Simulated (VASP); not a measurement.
# NaCl (I4/mmm) in VASP: notebook

Runs on NaCl. Level: PBE. Tasks: single point.

Program: VASP 6.6.1. These are calculated values, not measurements. Logs are shortened: lines on timing, memory, paths and dates and some standing lists are left out, and cuts for length are marked.

## (1) The cell of the first run

The structure is tetragonal, space group I4/mmm (No. 139). Conventional cell: a = 3.805 Å, b = 3.805 Å, c = 5.704 Å, α = 90.00°, β = 90.00°, γ = 90.00°. Within 3.5 Å of Na (site symmetry 4/mmm) lie 6 Cl at 2.69 to 2.85 Å. Cl (site symmetry 4/mmm) has 6 Na at 2.69 to 2.85 Å within 3.5 Å.

## (2) Single point, PBE (epitaxial xy strain -4.0%)

INCAR reads:

```
  ALGO = Normal
  EDIFF = 1E-6
  ENCUT = 520
  GGA = PE
  ISIF = 2
  ISMEAR = 0
  LASPH = T
  LCHARG = F
  LREAL = F
  LWAVE = F
  NBANDS = 14
  NELM = 100
  PREC = Accurate
  SIGMA = 0.01
```

KPOINTS reads:

```
k-points
0
Gamma
  4 4 4
```

POSCAR reads:

```
NaCl
1.0
    0.0000000000      2.6905908724      2.8517746473
    2.6905908724      0.0000000000      2.8517746473
    2.6905908724      2.6905908724      0.0000000000
Na Cl
1 1
Direct
    0.0000000000      0.0000000000      0.0000000000
    0.5000000000      0.5000000000      0.5000000000
```

Potentials or basis: VASP PAW PBE potentials, release 64 (Na_pv, Cl).

Run with:

```sh
cat potpaw_PBE.64/Na_pv/POTCAR potpaw_PBE.64/Cl/POTCAR > POTCAR
mpirun -np 1 vasp_std > vasp.out
```

OUTCAR:

```text
EDIFF = 1E-6
   ENCUT = 520
   GGA = PE
   ISIF = 2
   ISMEAR = 0
   LASPH = T
   LREAL = F
   NELM = 100
   PREC = Accurate

 ion  position               nearest neighbor table
   1  0.000  0.000  0.000-   2 2.69   2 2.69   2 2.69   2 2.69
   2  0.500  0.500  0.500-   1 2.69   1 2.69   1 2.69   1 2.69

  LATTYP: Found a body centered tetragonal cell.
 ALAT       =     3.8050701025
 C/A-ratio  =     1.4989340908

  Lattice vectors:

 A1 = (  -2.6905908724,   0.0000000000,   2.8517746473)
 A2 = (   2.6905908724,   0.0000000000,   2.8517746473)
 A3 = (   0.0000000000,   2.6905908724,  -2.8517746473)

Analysis of symmetry for initial positions (statically):
=====================================================================
 Subroutine PRICEL returns:
 Original cell was already a primitive cell.

 Routine SETGRP: Setting up the symmetry group for a
 body centered tetragonal supercell.

 Subroutine GETGRP returns: Found 16 space group operations
 (whereof 16 operations were pure point group operations)
 out of a pool of 16 trial point group operations.

The static configuration has the point symmetry D_4h.

Analysis of symmetry for dynamics (positions and initial velocities):
=====================================================================
 Subroutine PRICEL returns:
 Original cell was already a primitive cell.

 Routine SETGRP: Setting up the symmetry group for a
 body centered tetragonal supercell.

 Subroutine GETGRP returns: Found 16 space group operations
 (whereof 16 operations were pure point group operations)
 out of a pool of 16 trial point group operations.

The dynamic configuration has the point symmetry D_4h.

 Subroutine INISYM returns: Found 16 space group operations
 (whereof 16 operations are pure point group operations),
 and found     1 'primitive' translations

----------------------------------------------------------------------------------------

                                     Primitive cell

  volume of cell :      41.2896

  direct lattice vectors                    reciprocal lattice vectors
     0.000000000  2.690590872  2.851774647    -0.185832787  0.185832787  0.175329422
     2.690590872  0.000000000  2.851774647     0.185832787 -0.185832787  0.175329422
     2.690590872  2.690590872  0.000000000     0.185832787  0.185832787 -0.175329422

  length of vectors
     3.920701198  3.920701198  3.805070103     0.315924129  0.315924129  0.315924129

  position of ions in fractional coordinates (direct lattice)
     0.000000000  0.000000000  0.000000000
     0.500000000  0.500000000  0.500000000

  ion indices of the primitive-cell ions
   primitive index   ion index
                 1           1
                 2           2

----------------------------------------------------------------------------------------

 KPOINTS: k-points

Automatic generation of k-mesh.
 Grid dimensions read from file:
 generate k-points for:    4    4    4

 Generating k-lattice:

  Cartesian coordinates                     Fractional coordinates (reciprocal lattice)
    -0.046458197  0.046458197  0.043832355     0.250000000  0.000000000  0.000000000
     0.046458197 -0.046458197  0.043832355     0.000000000  0.250000000  0.000000000
     0.046458197  0.046458197 -0.043832355     0.000000000  0.000000000  0.250000000

  Length of vectors
     0.078981032  0.078981032  0.078981032

  Shift w.r.t. Gamma in fractional coordinates (k-lattice)
     0.000000000  0.000000000  0.000000000

 Subroutine IBZKPT returns following result:
 ===========================================

 Found     13 irreducible k-points:

 Following reciprocal coordinates:
            Coordinates               Weight
  0.000000  0.000000  0.000000      1.000000
  0.250000  0.000000  0.000000      8.000000
  0.500000  0.000000  0.000000      4.000000
  0.250000  0.250000  0.000000      2.000000
  0.500000  0.250000  0.000000      8.000000
 -0.250000  0.250000  0.000000      4.000000
  0.500000  0.500000  0.000000      1.000000
  0.250000  0.000000  0.250000      4.000000
  0.500000  0.000000  0.250000     16.000000
 -0.250000  0.000000  0.250000      8.000000
 -0.250000  0.500000  0.250000      4.000000
  0.500000  0.000000  0.500000      2.000000
 -0.250000  0.250000  0.500000      2.000000
   k-points           NKPTS =     13   k-points in BZ     NKDIM =     13   number of bands    NBANDS=     14
   number of dos      NEDOS =    301   number of ions     NIONS =      2
   total plane-waves  NPLWV =  25200
   dimension x,y,z NGX =    30 NGY =   30 NGZ =   28
   dimension x,y,z NGXF=    60 NGYF=   60 NGZF=   56
   ions per type =               1   1
   NGX,Y,Z   is equivalent  to a cutoff of  12.72, 12.72, 12.23 a.u.
   NGXF,Y,Z  is equivalent  to a cutoff of  25.44, 25.44, 24.47 a.u.
 SYSTEM =  unknown system
   PREC   = accura    normal or accurate (medium, high low for compatibility)
   ISTART =      0    job   : 0-new  1-cont  2-samecut
   ICHARG =      2    charge: 1-file 2-atom 10-const
   ISPIN  =      1    spin polarized calculation?
   LNONCOLLINEAR =      F non collinear calculations
   LSORBIT =      F    spin-orbit coupling
   LASPH  =      T    aspherical Exc in radial PAW
   ENCUT  =  520.0 eV  38.22 Ry    6.18 a.u.   7.29  7.29  7.07*2*pi/ulx,y,z
   NELM   =    100;   NELMIN=  2; NELMDL= -5     # of ELM steps
   EDIFF  = 0.1E-05   stopping-criterion for ELM
   LREAL  =      F    real-space projection
   EDIFFG = 0.1E-04   stopping-criterion for IOM
   NSW    =      0    number of steps for IOM
   IBRION =     -1    ionic relax: 0-MD 1-quasi-New 2-CG
   NFREE  =      0    steps in history (QN), initial steepest desc. (CG)
   ISIF   =      2    stress and relaxation
   ISYM   =      2    0-nonsym 1-usesym 2-fastsym
   POTIM  = 0.5000    time-step for ionic-motion
   TEBEG  =    0.0;   TEEND  =   0.0 temperature during run
   PSTRESS=    0.0 pullay stress
   NELECT =      14.0000    total number of electrons
   NUPDOWN=      -1.0000    fix difference up-down
   EMIN   =  10.00;   EMAX   =-10.00  energy-range for DOS
   EFERMI =   0.00;   METHOD = LEGACY
   ISMEAR =     0;   SIGMA  =   0.01  broadening in eV -4-tet -1-fermi 0-gaus
   EFERMI_NEDOS =   21; number of points for ismear=-14 and -15
   IALGO  =     38    algorithm
   IMIX   =      4    mixing-type and parameters
     AMIX     =   0.40;   BMIX     =  1.00
     AMIX_MAG =   1.60;   BMIX_MAG =  1.00
  volume/ion in A,a.u.               =      20.64       139.32
  Fermi-wavevector in a.u.,A,eV,Ry     =   1.141574  2.157262 17.730987  1.303191
  Thomas-Fermi vector in A             =   2.278274
   LORBIT       =      0    0 simple, 1 ext, 2 COOP (PROOUT), +10 PAW based schemes
   GGA     = PE    functional components
   LHFCALC =     F    Hartree Fock is set to
   AEXX    =    0.0000 exact exchange contribution
   IVDW    =     0    specifies the selected vdW correction
   LEPSILON=     F    determine dielectric tensor
   LRPA    =     F    only Hartree local field effects (RPA)
 non-spin polarized calculation
 Gauss-broadening in eV      SIGMA  =   0.01
  energy-cutoff  :      520.00
  volume of cell :       41.29
 maximum number of plane-waves:      1131
 NGX is ok and might be reduce to    30
   NGX = 15   NGY = 15   NGZ = 15

 number of electron      14.0000004 magnetization

 Free energy of the ion-electron system (eV)
  ---------------------------------------------------
  ext. energy  EPLUGINS =         0.00000000
  ---------------------------------------------------
  free energy    TOTEN  =        -6.70937377 eV

  energy without entropy =       -6.70937377  energy(sigma->0) =       -6.70937377

 E-fermi :  -0.0735     XC(G=0):  -8.5202

 val. band max:       -0.2081730823   @ k =   0.0000   0.0000   0.0000
 cond. band min:       5.2199807318   @ k =   0.0000   0.0000   0.0000
 fundamental gap:      5.4281538142
 Fermi energy:        -0.0735425992

 k-point     1 :       0.0000    0.0000    0.0000
  band No.  band energies     occupation
      1     -20.8973      2.00000
      2     -20.8905      2.00000
      3     -20.8905      2.00000
      4     -13.0876      2.00000
      5      -0.2327      2.00000
      6      -0.2327      2.00000
      7      -0.2082      2.00000
      8       5.2200      0.00000
      9      10.6772      0.00000
     10      11.1441      0.00000
     11      11.1441      0.00000
     12      12.8696      0.00000
     13      13.6145      0.00000
     14      15.0158      0.00000

 k-point     2 :       0.2500    0.0000    0.0000
  band No.  band energies     occupation
      1     -20.9150      2.00000
      2     -20.8976      2.00000
      3     -20.8910      2.00000
      4     -12.8774      2.00000
      5      -1.4692      2.00000
      6      -0.4074      2.00000
      7      -0.3667      2.00000
      8       6.7178      0.00000
      9       9.9962      0.00000
     10      11.0762      0.00000
     11      11.6172      0.00000
     12      13.1439      0.00000
     13      13.3968      0.00000
     14      16.0843      0.00000

 k-point     3 :       0.5000    0.0000    0.0000
  band No.  band energies     occupation
      1     -20.9367      2.00000
      2     -20.9001      2.00000
      3     -20.8915      2.00000
      4     -12.6520      2.00000
      5      -2.4137      2.00000
      6      -0.5851      2.00000
      7      -0.4931      2.00000
      8       7.1835      0.00000
      9      10.6808      0.00000
     10      11.0818      0.00000
     11      11.2689      0.00000
     12      15.3371      0.00000
     13      16.1188      0.00000
     14      16.4409      0.00000

 k-point     4 :       0.2500    0.2500    0.0000
  band No.  band energies     occupation
      1     -20.9128      2.00000
      2     -20.8951      2.00000
      3     -20.8951      2.00000
      4     -12.8622      2.00000
      5      -1.4032      2.00000
      6      -0.5388      2.00000
      7      -0.5388      2.00000
      8       7.2499      0.00000
      9       8.9097      0.00000
     10      10.5889      0.00000
     11      12.6951      0.00000
     12      12.6951      0.00000
     13      14.3361      0.00000
     14      18.9610      0.00000

 k-point     5 :       0.5000    0.2500    0.0000
  band No.  band energies     occupation
      1     -20.9239      2.00000
      2     -20.9066      2.00000
      3     -20.8957      2.00000
      4     -12.6522      2.00000
      5      -1.9821      2.00000
      6      -1.1392      2.00000
      7      -0.6570      2.00000
      8       8.2219      0.00000
      9       9.4538      0.00000
     10      10.0336      0.00000
     11      12.5476      0.00000
[... 89 lines left out ...]
 k-point    11 :      -0.2500    0.5000    0.2500
  band No.  band energies     occupation
      1     -20.9156      2.00000
      2     -20.9101      2.00000
      3     -20.9075      2.00000
      4     -12.5851      2.00000
      5      -1.5779      2.00000
      6      -1.5324      2.00000
      7      -1.1436      2.00000
      8       9.0327      0.00000
      9       9.5321      0.00000
     10       9.9098      0.00000
     11      11.7456      0.00000
     12      15.9829      0.00000
     13      16.3597      0.00000
     14      16.4138      0.00000

 k-point    12 :       0.5000    0.0000    0.5000
  band No.  band energies     occupation
      1     -20.9204      2.00000
      2     -20.9072      2.00000
      3     -20.9060      2.00000
      4     -12.5828      2.00000
      5      -2.0928      2.00000
      6      -1.0434      2.00000
      7      -0.8518      2.00000
      8       7.5552      0.00000
      9       7.7132      0.00000
     10      11.8864      0.00000
     11      14.7563      0.00000
     12      15.2842      0.00000
     13      15.6427      0.00000
     14      16.5967      0.00000

 k-point    13 :      -0.2500    0.2500    0.5000
  band No.  band energies     occupation
      1     -20.9132      2.00000
      2     -20.9132      2.00000
      3     -20.9090      2.00000
      4     -12.5681      2.00000
      5      -1.6262      2.00000
      6      -1.6262      2.00000
      7      -0.9896      2.00000
      8       8.8303      0.00000
      9       9.6236      0.00000
     10       9.6236      0.00000
     11      11.2512      0.00000
     12      16.1140      0.00000
     13      16.1140      0.00000
     14      17.1998      0.00000

------------------------ aborting loop because EDIFF is reached ----------------------------------------

  FORCE on cell =-STRESS in cart. coord.  units (eV):
  Direction    XX          YY          ZZ          XY          YZ          ZX
  --------------------------------------------------------------------------------------
  -------------------------------------------------------------------------------------
  Total        1.2638532      1.2638532      0.3579491      0.0000000     -0.0000000      0.0000000
  in kB       49.0418329     49.0418329     13.8896524      0.0000000     -0.0000000      0.0000000
  external PRESSURE =      37.3244394 kB  Pullay stress =       0.0000000 kB

 VOLUME and BASIS-vectors are now :
 -----------------------------------------------------------------------------
  energy-cutoff  :      520.00
  volume of cell :       41.29
      direct lattice vectors                 reciprocal lattice vectors
     0.000000000  2.690590872  2.851774647    -0.185832787  0.185832787  0.175329422
     2.690590872  0.000000000  2.851774647     0.185832787 -0.185832787  0.175329422
     2.690590872  2.690590872  0.000000000     0.185832787  0.185832787 -0.175329422

 POSITION                                       TOTAL-FORCE (eV/Angst)
 -----------------------------------------------------------------------------------
      0.00000      0.00000      0.00000         0.000000      0.000000      0.000000
      2.69059      2.69059      2.85177         0.000000      0.000000      0.000000
 -----------------------------------------------------------------------------------
    total drift:                               -0.000000      0.000000      0.000000

  FREE ENERGIE OF THE ION-ELECTRON SYSTEM (eV)
  ---------------------------------------------------
  free  energy   TOTEN  =        -6.7093737715 eV

  energy  without entropy=       -6.7093737715  energy(sigma->0) =       -6.70937377
```

It took 3.7 s on 1 thread of Intel Xeon 6975P-C (Granite Rapids), shared host; peak memory 0.15 GiB.

What came out:

```
Free energy            : -6.7094 eV
Pressure               : 3.7 GPa
Band gap on the k mesh : 5.43 eV, direct
```

Levels at points of the mesh, in eV from the valence-band top:
| k point | band 3 | band 4 | band 5 | band 6 | band 7 | band 8 | band 9 | band 10 | band 11 | band 12 |
| --- | --- | --- | --- | --- | --- | --- | --- | --- | --- | --- |
| (0.00, 0.00, 0.00) | -20.68 | -12.88 | -0.02 | -0.02 | 0.00 | 5.43 | 10.89 | 11.35 | 11.35 | 13.08 |
| (0.50, 0.00, 0.00) | -20.68 | -12.44 | -2.21 | -0.38 | -0.28 | 7.39 | 10.89 | 11.29 | 11.48 | 15.55 |
| (0.50, 0.50, 0.00) | -20.69 | -12.44 | -1.93 | -0.60 | -0.60 | 7.82 | 8.13 | 11.53 | 15.54 | 15.80 |
| (0.50, 0.00, 0.50) | -20.70 | -12.37 | -1.88 | -0.84 | -0.64 | 7.76 | 7.92 | 12.09 | 14.96 | 15.49 |

Caveat: the k points lie up to 0.50 Å⁻¹ apart; the cell differs from its parent crystal (epitaxial xy strain -4.0%).

## (3) Single point, PBE (epitaxial xy strain -3.0%)

INCAR reads:

```
  PREC = Accurate
  ENCUT = 520
  EDIFF = 1E-6
  ISMEAR = 0
  SIGMA = 0.01
  LREAL = False
  LASPH = True
  NELM = 80
  ALGO = Normal
  ISIF = 2
  LWAVE = False
  LCHARG = False
  GGA = PE
  NBANDS = 14
```

KPOINTS reads:

```
Automatic mesh
0
Gamma
  4 4 4
```

POSCAR reads:

```
NaCl
1.0
    0.0000000000      2.7186178606      2.8393271002
    2.7186178606      0.0000000000      2.8393271002
    2.7186178606      2.7186178606      0.0000000000
Na Cl
1 1
Direct
    0.0000000000      0.0000000000      0.0000000000
    0.5000000000      0.5000000000      0.5000000000
```

Potentials or basis: VASP PAW PBE potentials, release 64 (Na_pv, Cl).

Run with:

```sh
cat potpaw_PBE.64/Na_pv/POTCAR potpaw_PBE.64/Cl/POTCAR > POTCAR
mpirun -np 1 vasp_std > vasp.out
```

It took 3.8 s on 1 thread of Intel Xeon 6975P-C (Granite Rapids), shared host; peak memory 0.15 GiB.

The run converged. Its results:

- Free energy: -6.7314 eV
- Pressure: 3.0 GPa
- Band gap on the k mesh: 5.36 eV, direct

Stress tensor (GPa, compression positive):
```
3.81 0.00 0.00
0.00 3.81 0.00
0.00 0.00 1.35
```

Levels at points of the mesh, in eV from the valence-band top:
| k point | band 4 | band 5 | band 6 | band 7 | band 8 | band 9 | band 10 | band 11 |
| --- | --- | --- | --- | --- | --- | --- | --- | --- |
| (0.00, 0.00, 0.00) | -12.83 | -0.02 | -0.02 | 0.00 | 5.36 | 10.95 | 11.29 | 11.29 |
| (0.50, 0.00, 0.00) | -12.42 | -2.15 | -0.35 | -0.29 | 7.37 | 10.91 | 11.16 | 11.35 |
| (0.50, 0.50, 0.00) | -12.40 | -1.88 | -0.61 | -0.61 | 7.75 | 8.11 | 11.51 | 15.48 |
| (0.50, 0.00, 0.50) | -12.36 | -1.84 | -0.78 | -0.64 | 7.71 | 7.95 | 11.93 | 14.96 |

Caveat: the k points lie up to 0.49 Å⁻¹ apart; the cell differs from its parent crystal (epitaxial xy strain -3.0%).

## (4) Single point, PBE (epitaxial xy strain -2.0%)

INCAR reads:

```
SYSTEM = NaCl
  PREC = Accurate
  ENCUT = 520
  EDIFF = 1E-6
  ISMEAR = 0
  SIGMA = 0.01
  LREAL = .False.
  LASPH = .True.
  NELM = 80
  ALGO = Normal
  ISIF = 2
  LWAVE = .False.
  LCHARG = .True.
  GGA = PE
  LELF = .True.
  LVHAR = .True.
  NBANDS = 14
```

KPOINTS reads:

```
regular mesh
0
Gamma
  4 4 4
  0 0 0
```

POSCAR reads:

```
NaCl
1.0
    0.0000000000      2.7466448489      2.8297737235
    2.7466448489      0.0000000000      2.8297737235
    2.7466448489      2.7466448489      0.0000000000
Na Cl
1 1
Direct
    0.0000000000      0.0000000000      0.0000000000
    0.5000000000      0.5000000000      0.5000000000
```

Run with:

```sh
cat potpaw_PBE.64/Na_pv/POTCAR potpaw_PBE.64/Cl/POTCAR > POTCAR
mpirun -np 1 vasp_std > vasp.out
```

Run time: 4.2 s. Hardware: 1 thread of Intel Xeon 6975P-C (Granite Rapids), shared host; peak memory 0.15 GiB.

The run converged. Its results:

* Free energy: -6.7485 eV
* Pressure: 2.3 GPa
* Band gap on the k mesh: 5.29 eV, direct

Stress tensor (GPa, compression positive):
```
2.83 0.00 0.00
0.00 2.83 0.00
0.00 0.00 1.26
```

Levels at points of the mesh, in eV from the valence-band top:
| k point | band 5 | band 6 | band 7 | band 8 | band 9 | band 10 |
| --- | --- | --- | --- | --- | --- | --- |
| (0.00, 0.00, 0.00) | -0.02 | -0.02 | 0.00 | 5.29 | 11.00 | 11.24 |
| (0.50, 0.00, 0.00) | -2.09 | -0.33 | -0.28 | 7.35 | 10.93 | 11.02 |
| (0.50, 0.50, 0.00) | -1.82 | -0.61 | -0.61 | 7.69 | 8.10 | 11.47 |
| (0.50, 0.00, 0.50) | -1.80 | -0.73 | -0.63 | 7.67 | 7.99 | 11.76 |

Caveat: the k points lie up to 0.49 Å⁻¹ apart; the cell differs from its parent crystal (epitaxial xy strain -2.0%).

## (5) Summary

```csv
cell,gap on the mesh (eV),pressure (GPa)
"a = 3.921, b = 3.921, c = 3.805 Å, angles 61.0, 61.0, 58.1°, 2 atoms",5.43,3.7
"a = 3.931, b = 3.931, c = 3.845 Å, angles 60.7, 60.7, 58.6°, 2 atoms",5.36,3.0
"a = 3.944, b = 3.944, c = 3.884 Å, angles 60.5, 60.5, 59.0°, 2 atoms",5.29,2.3
```

Alike in all rows: task single point; level PBE; potentials or basis VASP PAW PBE potentials, release 64 (Na_pv, Cl); no spin polarisation; k mesh 4 × 4 × 4; cutoff (eV) 520; smearing gaussian 0.01 eV.

Caveats: all runs use coarse meshes.

Absolute energies hang on the potentials; compare differences alone.
